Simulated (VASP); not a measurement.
A run of VASP 6.6.1:

File INCAR:

```
SYSTEM = Si
PREC = Accurate ; ENCUT = 520
EDIFF = 1E-6 ; ISMEAR = 0
SIGMA = 0.15 ; LREAL = .False.
LASPH = .True. ; NELM = 80
ALGO = Normal ; ISIF = 2
LWAVE = .False. ; LCHARG = .True.
GGA = PE ; LELF = .True.
LVHAR = .True. ; NBANDS = 8
```

File KPOINTS:

```
Automatic mesh
0
Gamma
  24 24 22
  0 0 0
```

Contents of POSCAR:

```
Si
1.0
    2.6564451230      0.0000000000      0.0000000000
   -1.3282225615      2.3005489603      0.0000000000
    0.0000000000      0.0000000000      2.4001384948
Si
1
Direct
    0.0000000000      0.0000000000      0.0000000000
```

Potentials or basis: VASP PAW PBE potentials, release 64 (Si).

Command:

```sh
$ cat potpaw_PBE.64/Si/POTCAR > POTCAR
$ mpirun -np 1 vasp_std > vasp.out
```

Hardware: 1 thread of Intel Xeon 6975P-C, on a shared host.

Problem. Estimate the wall time of this run.

Solution. Run time: 47 s on 1 thread of Intel Xeon 6975P-C, on a shared host, peak memory 0.18 GiB. Counts: scf iterations 10, k points 732.
